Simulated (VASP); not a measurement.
# CdSe in VASP: settings compared, part 2 of 2

VASP 6.6.1. Earlier steps stand in the parts before.

## (4) Single point, PBEsol

File INCAR:

```
  ALGO = Normal
  EDIFF = 1E-6
  ENCUT = 400
  GGA = PS
  GGA_COMPAT = F
  ISIF = 2
  ISMEAR = -1
  LASPH = T
  LCHARG = T
  LELF = T
  LREAL = F
  LVHAR = T
  LWAVE = F
  NBANDS = 36
  NELM = 120
  PREC = Accurate
  SIGMA = 0.05
```

File KPOINTS:

```
k-points
0
Gamma
  6 6 3
```

File POSCAR:

```
CdSe
1.0
    3.0329650000     -3.0329650000      0.0000000000
    0.0000000000      3.0329650000     -3.0329650000
    6.0905530000      6.0905530000      6.0905530000
Cd Se
3 3
Direct
    0.0000000000      0.0000000000      0.0000000000
    0.3333330000      0.6666670000      0.3333330000
    0.6666670000      0.3333330000      0.6666670000
    0.0000000000      0.0000000000      0.2500000000
    0.3333330000      0.6666670000      0.5833330000
    0.6666670000      0.3333330000      0.9166670000
```

Potentials or basis: VASP PAW PBE potentials, release 64 (Cd, Se).

Started as:

```
$ cat potpaw_PBE.64/Cd/POTCAR potpaw_PBE.64/Se/POTCAR > POTCAR
$ mpirun -np 1 vasp_std > vasp.out
```

OUTCAR:

```text
EDIFF = 1E-6
   ENCUT = 400
   GGA = PS
   ISIF = 2
   ISMEAR = -1
   LASPH = T
   LREAL = F
   NELM = 120
   PREC = Accurate

 ion  position               nearest neighbor table
   1  0.000  0.000  0.000-   6 2.63   6 2.63   6 2.63   4 2.64
   2  0.333  0.667  0.333-   4 2.63   4 2.63   4 2.63   5 2.64
   3  0.667  0.333  0.667-   5 2.63   5 2.63   5 2.63   6 2.64
   4  0.000  0.000  0.250-   2 2.63   2 2.63   2 2.63   1 2.64
   5  0.333  0.667  0.583-   3 2.63   3 2.63   3 2.63   2 2.64
   6  0.667  0.333  0.917-   1 2.63   1 2.63   1 2.63   3 2.64

  LATTYP: Found a hexagonal cell.
 ALAT       =     4.2892602372
 C/A-ratio  =     2.4594327830

  Lattice vectors:

 A1 = (   3.0329650000,  -3.0329650000,   0.0000000000)
 A2 = (   0.0000000000,   3.0329650000,  -3.0329650000)
 A3 = (   6.0905530000,   6.0905530000,   6.0905530000)

Analysis of symmetry for initial positions (statically):
=====================================================================
 Subroutine PRICEL returns following result:

  LATTYP: Found a trigonal (rhomboedric) cell.
 ALAT       =     4.3008711615
 COS(alpha) =     0.5026962712

  Lattice vectors:

 A1 = (   3.0411696255,   0.0082076585,   3.0411696255)
 A2 = (   3.0411696255,   3.0411726585,   0.0082046255)
 A3 = (   0.0082137490,   3.0411726831,   3.0411787490)

   3 primitive cells build up your supercell.

 Routine SETGRP: Setting up the symmetry group for a
 hexagonal supercell.

 Subroutine GETGRP returns: Found  6 space group operations
 (whereof  6 operations were pure point group operations)
 out of a pool of 24 trial point group operations.

The static configuration has the point symmetry C_3v.

Analysis of symmetry for dynamics (positions and initial velocities):
=====================================================================
 Subroutine PRICEL returns following result:

  LATTYP: Found a trigonal (rhomboedric) cell.
 ALAT       =     4.3008711615
 COS(alpha) =     0.5026962712

  Lattice vectors:

 A1 = (   3.0411696255,   0.0082076585,   3.0411696255)
 A2 = (   3.0411696255,   3.0411726585,   0.0082046255)
 A3 = (   0.0082137490,   3.0411726831,   3.0411787490)

   3 primitive cells build up your supercell.

 Routine SETGRP: Setting up the symmetry group for a
 hexagonal supercell.

 Subroutine GETGRP returns: Found  6 space group operations
 (whereof  6 operations were pure point group operations)
 out of a pool of 24 trial point group operations.

The dynamic configuration has the point symmetry C_3v.

 Subroutine INISYM returns: Found  6 space group operations
 (whereof  6 operations are pure point group operations),
 and found     3 'primitive' translations

----------------------------------------------------------------------------------------

                                     Primitive cell

  volume of cell :      56.0262

  direct lattice vectors                    reciprocal lattice vectors
     3.041169625  0.008207658  3.041169625     0.164633683 -0.165077673  0.164632693
[... 33 lines left out ...]
  Shift w.r.t. Gamma in fractional coordinates (k-lattice)
     0.000000000  0.000000000  0.000000000

 Subroutine IBZKPT returns following result:
 ===========================================

 Found     17 irreducible k-points:

 Following reciprocal coordinates:
            Coordinates               Weight
  0.000000  0.000000  0.000000      1.000000
  0.166667  0.000000  0.000000      6.000000
  0.333333  0.000000  0.000000      6.000000
  0.500000  0.000000  0.000000      3.000000
  0.166667  0.166667  0.000000      6.000000
  0.333333  0.166667  0.000000     12.000000
[... 9 lines left out ...]
 -0.166667  0.500000  0.333333     12.000000
  0.333333  0.333333  0.333333      4.000000
   k-points           NKPTS =     17   k-points in BZ     NKDIM =     17   number of bands    NBANDS=     36
   number of dos      NEDOS =    301   number of ions     NIONS =      6
   total plane-waves  NPLWV =  54880
   dimension x,y,z NGX =    28 NGY =   28 NGZ =   70
   dimension x,y,z NGXF=    56 NGYF=   56 NGZF=  140
   ions per type =               3   3
   NGX,Y,Z   is equivalent  to a cutoff of  10.85, 10.85, 11.03 a.u.
   NGXF,Y,Z  is equivalent  to a cutoff of  21.70, 21.70, 22.06 a.u.
 SYSTEM =  unknown system
   PREC   = accura    normal or accurate (medium, high low for compatibility)
   ISTART =      0    job   : 0-new  1-cont  2-samecut
   ICHARG =      2    charge: 1-file 2-atom 10-const
   ISPIN  =      1    spin polarized calculation?
   LNONCOLLINEAR =      F non collinear calculations
   LSORBIT =      F    spin-orbit coupling
   LASPH  =      T    aspherical Exc in radial PAW
   ENCUT  =  400.0 eV  29.40 Ry    5.42 a.u.   6.99  6.99 17.20*2*pi/ulx,y,z
   NELM   =    120;   NELMIN=  2; NELMDL= -5     # of ELM steps
   EDIFF  = 0.1E-05   stopping-criterion for ELM
   LREAL  =      F    real-space projection
   EDIFFG = 0.1E-04   stopping-criterion for IOM
   NSW    =      0    number of steps for IOM
   IBRION =     -1    ionic relax: 0-MD 1-quasi-New 2-CG
   NFREE  =      0    steps in history (QN), initial steepest desc. (CG)
   ISIF   =      2    stress and relaxation
   ISYM   =      2    0-nonsym 1-usesym 2-fastsym
   POTIM  = 0.5000    time-step for ionic-motion
   TEBEG  =    0.0;   TEEND  =   0.0 temperature during run
   PSTRESS=    0.0 pullay stress
   NELECT =      54.0000    total number of electrons
   NUPDOWN=      -1.0000    fix difference up-down
   EMIN   =  10.00;   EMAX   =-10.00  energy-range for DOS
   EFERMI =   0.00;   METHOD = LEGACY
   ISMEAR =    -1;   SIGMA  =   0.05  broadening in eV -4-tet -1-fermi 0-gaus
   EFERMI_NEDOS =   21; number of points for ismear=-14 and -15
   IALGO  =     38    algorithm
   IMIX   =      4    mixing-type and parameters
     AMIX     =   0.40;   BMIX     =  1.00
     AMIX_MAG =   1.60;   BMIX_MAG =  1.00
  volume/ion in A,a.u.               =      28.01       189.04
  Fermi-wavevector in a.u.,A,eV,Ry     =   1.121248  2.118852 17.105216  1.257198
  Thomas-Fermi vector in A             =   2.257901
   LORBIT       =      0    0 simple, 1 ext, 2 COOP (PROOUT), +10 PAW based schemes
   GGA     = PS    functional components
   LHFCALC =     F    Hartree Fock is set to
   AEXX    =    0.0000 exact exchange contribution
   IVDW    =     0    specifies the selected vdW correction
   LEPSILON=     F    determine dielectric tensor
   LRPA    =     F    only Hartree local field effects (RPA)
 non-spin polarized calculation
  energy-cutoff  :      400.00
  volume of cell :      168.08
 maximum number of plane-waves:      3068
   NGX = 13   NGY = 13   NGZ = 35

 number of electron      54.0000001 magnetization

 Free energy of the ion-electron system (eV)
  ---------------------------------------------------
  ext. energy  EPLUGINS =         0.00000000
  ---------------------------------------------------
  free energy    TOTEN  =       -18.51746834 eV

  energy without entropy =      -18.51730046  energy(sigma->0) =      -18.51738440

 E-fermi :   1.1251     XC(G=0):  -9.1175

 val. band max:        0.8516975706   @ k =   0.0000   0.0000   0.0000
 cond. band min:       1.3352463773   @ k =   0.0000   0.0000   0.0000
 fundamental gap:      0.4835488067
 Fermi energy:         1.1250539196

 k-point     1 :       0.0000    0.0000    0.0000
  band No.  band energies     occupation
      1     -11.8006      2.00000
      2     -11.5164      2.00000
      3     -11.5163      2.00000
      4      -7.0813      2.00000
      5      -7.0813      2.00000
      6      -7.0774      2.00000
[... 652 lines left out ...]
     35       7.5173      0.00000
     36       7.5173      0.00000

------------------------ aborting loop because EDIFF is reached ----------------------------------------

  FORCE on cell =-STRESS in cart. coord.  units (eV):
  Direction    XX          YY          ZZ          XY          YZ          ZX
  --------------------------------------------------------------------------------------
  -------------------------------------------------------------------------------------
  Total        0.1849897      0.1849897      0.1849897     -0.1445985     -0.1445985     -0.1445985
  in kB        1.7633779      1.7633779      1.7633779     -1.3783565     -1.3783565     -1.3783565
  external PRESSURE =       1.7633779 kB  Pullay stress =       0.0000000 kB

 VOLUME and BASIS-vectors are now :
 -----------------------------------------------------------------------------
  energy-cutoff  :      400.00
  volume of cell :      168.08
      direct lattice vectors                 reciprocal lattice vectors
     3.032965000 -3.032965000  0.000000000     0.219806911 -0.109903455 -0.109903455
     0.000000000  3.032965000 -3.032965000     0.109903455  0.109903455 -0.219806911
     6.090553000  6.090553000  6.090553000     0.054729568  0.054729568  0.054729568

 POSITION                                       TOTAL-FORCE (eV/Angst)
 -----------------------------------------------------------------------------------
      0.00000      0.00000      0.00000         0.017988      0.017988      0.017988
      3.04117      3.04117      0.00820         0.017988      0.017988      0.017988
      6.08235      3.04938      3.04938         0.017988      0.017988      0.017988
      1.52264      1.52264      1.52264        -0.017988     -0.017988     -0.017988
      4.56381      4.56381      1.53084        -0.017988     -0.017988     -0.017988
      7.60499      4.57202      4.57202        -0.017988     -0.017988     -0.017988
 -----------------------------------------------------------------------------------
    total drift:                               -0.000623     -0.000623     -0.000622

  FREE ENERGIE OF THE ION-ELECTRON SYSTEM (eV)
  ---------------------------------------------------
  free  energy   TOTEN  =       -18.5174683357 eV

  energy  without entropy=      -18.5173004611  energy(sigma->0) =      -18.51738440
```

OSZICAR:

```text
N       E                     dE             d eps       ncg     rms          rms(c)
DAV:   1     0.322624847409E+03    0.32262E+03   -0.22420E+04  1232   0.110E+03
DAV:   2    -0.658542723437E+00   -0.32328E+03   -0.31430E+03  1356   0.303E+02
DAV:   3    -0.194873257229E+02   -0.18829E+02   -0.18721E+02  1424   0.733E+01
DAV:   4    -0.196587015737E+02   -0.17138E+00   -0.17124E+00  1440   0.657E+00
DAV:   5    -0.196598910639E+02   -0.11895E-02   -0.11894E-02  1368   0.523E-01    0.105E+01
DAV:   6    -0.185787366789E+02    0.10812E+01   -0.22039E+00  1520   0.130E+01    0.833E+00
DAV:   7    -0.185280697415E+02    0.50667E-01   -0.87026E-01  1324   0.412E+00    0.306E+00
DAV:   8    -0.185179574934E+02    0.10112E-01   -0.11071E-01  1304   0.288E+00    0.500E-01
DAV:   9    -0.185174222954E+02    0.53520E-03   -0.13844E-02  1380   0.117E+00    0.170E-01
DAV:  10    -0.185173834114E+02    0.38884E-04   -0.11479E-03  1364   0.327E-01    0.713E-02
DAV:  11    -0.185174716326E+02   -0.88221E-04   -0.22563E-04  1316   0.888E-02    0.305E-02
DAV:  12    -0.185174678207E+02    0.38119E-05   -0.74513E-05  1440   0.806E-02    0.120E-02
DAV:  13    -0.185174683357E+02   -0.51501E-06   -0.94766E-06  1336   0.260E-02
   1 F= -.18517468E+02 E0= -.18517384E+02  d E =-.167875E-03
```

stdout:

```text
POSCAR found type information on POSCAR CdSe
 POSCAR found :  2 types and       6 ions
 scaLAPACK will be used
 -----------------------------------------------------------------------------
|                                                                             |
|                                                                             |
|     You enforced a specific xc type in the INCAR file but a different       |
|     I HOPE YOU KNOW WHAT YOU ARE DOING!                                     |
|                                                                             |
 -----------------------------------------------------------------------------

 LDA part: xc-table for (Slater+PW92), standard interpolation
 POSCAR, INCAR and KPOINTS ok, starting setup
 FFT: planning ... GRIDC
 FFT: planning ... GRID_SOFT
 FFT: planning ... GRID
 WAVECAR not read
 entering main loop
```

Wall time 1.7 min (1 thread of Intel Xeon 8259CL, shared host); peak memory 0.24 GiB.

Results:

| Property | Result |
| --- | --- |
| Free energy | -18.5175 eV |
| Pressure | 0.2 GPa |
| Largest force | 0.031 eV/Å |
| Band gap on the k mesh | 0.48 eV |

Forces in eV/Å, atoms in the order of the input:
```
Cd   0.018  0.018  0.018
Cd   0.018  0.018  0.018
Cd   0.018  0.018  0.018
Se  -0.018 -0.018 -0.018
Se  -0.018 -0.018 -0.018
Se  -0.018 -0.018 -0.018
```

Levels at points of the mesh, in eV from the valence-band top:
```csv
k point,band 24,band 25,band 26,band 27,band 28,band 29,band 30,band 31
"(0.00, 0.00, 0.00)",-0.59,-0.01,0.00,0.00,0.48,2.32,2.32,5.81
"(0.50, 0.00, 0.00)",-1.61,-1.61,-1.09,-1.09,2.99,3.28,3.28,3.67
```

Caveat: the PAW data sets were made with another functional, which shifts forces and pressure a little.

## (5) Summary

```tsv
level	cell	k mesh	cutoff (eV)	gap on the mesh (eV)	pressure (GPa)	largest force (eV/Å)
r2SCAN	a = 4.289, b = 4.289, c = 10.555 Å, angles 90.0, 90.0, 120.0°, 6 atoms	4 × 4 × 2	440	1.08	1.8	0.02
PBEsol	a = 4.289, b = 4.289, c = 10.555 Å, angles 90.0, 90.0, 120.0°, 6 atoms	6 × 6 × 3	400	0.48	0.1	-
PBEsol	a = 4.289, b = 4.289, c = 10.549 Å, angles 90.0, 90.0, 120.0°, 6 atoms	6 × 6 × 3	400	0.48	0.2	0.03
```

Alike in all rows: task single point; potentials or basis VASP PAW PBE potentials, release 64 (Cd, Se); no spin polarisation; smearing fermi-dirac 0.05 eV.

Caveats: some runs use coarse meshes; the PAW data sets were made with another functional, which shifts forces and pressure a little.

Absolute energies hang on the potentials; compare differences alone.
